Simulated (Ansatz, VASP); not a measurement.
One calculation of Ga, two programs

The input INCAR:

```
SYSTEM = Ga
PREC     = Accurate       ! precision mode
ENCUT    = 520            ! plane-wave cutoff, eV
EDIFF    = 1E-6           ! SCF threshold, eV
ISMEAR   = -1             ! smearing method
SIGMA    = 0.05           ! smearing width, eV
LREAL    = .False.        ! projectors in reciprocal space
LASPH    = .True.         ! aspherical terms in the spheres
NELM     = 80             ! most SCF steps
ALGO     = Fast           ! electronic algorithm
ISIF     = 2              ! what is computed and relaxed
LWAVE    = .False.        ! write WAVECAR
LCHARG   = .False.        ! write CHGCAR
GGA      = PE             ! functional
NBANDS   = 34             ! bands
```

File KPOINTS:

```
Automatic mesh
0
Gamma
  7 7 6
  0 0 0
```

The input POSCAR:

```
Ga
1.0
    2.2912599917     -3.8809070963      0.0000000000
    2.2912599917      3.8809070963      0.0000000000
    0.0000000000      0.0000000000      4.5835331429
Ga
4
Direct
    0.3451000000      0.6549000000      0.4190000000
    0.1549000000      0.8451000000      0.9190000000
    0.6549000000      0.3451000000      0.5810000000
    0.8451000000      0.1549000000      0.0810000000
```

input.yaml

```yaml
crystal:
  lattice:
    - [2.2912599917, -3.8809070963, 0.0]
    - [2.2912599917, 3.8809070963, 0.0]
    - [0.0, 0.0, 4.5835331429]
  atoms:
    - { symbol: Ga, position: [0.3451, 0.6549, 0.419] }
    - { symbol: Ga, position: [0.1549, 0.8451, 0.919] }
    - { symbol: Ga, position: [0.6549, 0.3451, 0.581] }
    - { symbol: Ga, position: [0.8451, 0.1549, 0.081] }
hamiltonian:
  xc: pbe
  pseudopotentials: { kind: paw }
kpoints:
  mp_grid: { grid: [7, 7, 6] }
scf:
  occupations: { method: fermi_dirac, width: 0.05 }
output:
  forces: true
  stress: true
  eigenvalues: true
  write_density: true
  write_potential: true
  elf: true
  volumetric_format: npy
```

Alike in both runs: task single point; functional PBE; k mesh 7 × 7 × 6; occupations fermi-dirac, width 0.05 eV; no spin polarisation.

```csv
,VASP,Ansatz
version,VASP 6.6.1,Ansatz 0.2.0
potentials or method,"VASP PAW PBE potentials, release 64 (Ga_d)",Ansatz PAW
plane-wave cutoff (eV),520,420
valence electrons in the cell,52,52
```

|  | VASP | Ansatz | Ansatz less VASP |
| --- | --- | --- | --- |
| gap on the k mesh at the Fermi level (eV) | none | none | - |
| pressure (GPa) | -0.2 | -0.2 | +0.02 |
| traceless stress, the component that is largest in VASP (GPa) | -0.68 | -0.67 | +0.009 |
| rms of the force components (eV/Å) | 0.059 | 0.059 | 0.0000 |

Atom by atom the forces differ by 0.000 eV/Å (rms over components). A gap of «none» marks a metal or a gap that the smearing closes. The functional is the same, so the differences come from potentials, cutoffs and numerics.
